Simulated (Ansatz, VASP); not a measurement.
Na: VASP beside Ansatz

```
Na
1.0
    -1.97520    1.83539    2.60563
     1.83539   -1.97520    2.60563
     1.87564    1.87564   -2.70520
Na
1
Direct
  0.00000 0.00000 0.00000
```

Change from the starting cell: equal engineering shear yz, xz and xy -0.0550, equal normal strain along x, y and z +0.0250.

Alike in both runs: task single point; functional LDA; k mesh 18 × 18 × 18; occupations gaussian, width 0.15 eV; no spin polarisation.

|  | VASP | Ansatz |
| --- | --- | --- |
| version | VASP 6.6.1 | Ansatz 0.2.0 |
| potentials or method | VASP PAW LDA potentials, release 64 (Na_pv), cutoff 520 eV | scalar-relativistic, plane waves, PAW |
| valence electrons in the cell | 7 | 9 |

Ansatz gave:

- gap on the k mesh at the Fermi level (eV): none
- pressure (GPa): -0.5
- traceless stress, the component that is largest in VASP (GPa): 0.37

Question: Which values does VASP return?

Answer: gap on the k mesh at the Fermi level (eV): none; pressure (GPa): -0.7; traceless stress, the component that is largest in VASP (GPa): 0.37.

LDA's correlation is that of Perdew and Zunger in VASP and of Perdew and Wang (1992) in Ansatz. A gap of «none» marks a metal or a gap that the smearing closes. VASP's potentials hold 7 valence electrons a cell and Ansatz's 9, so a difference there can come from the potentials and not from the codes.
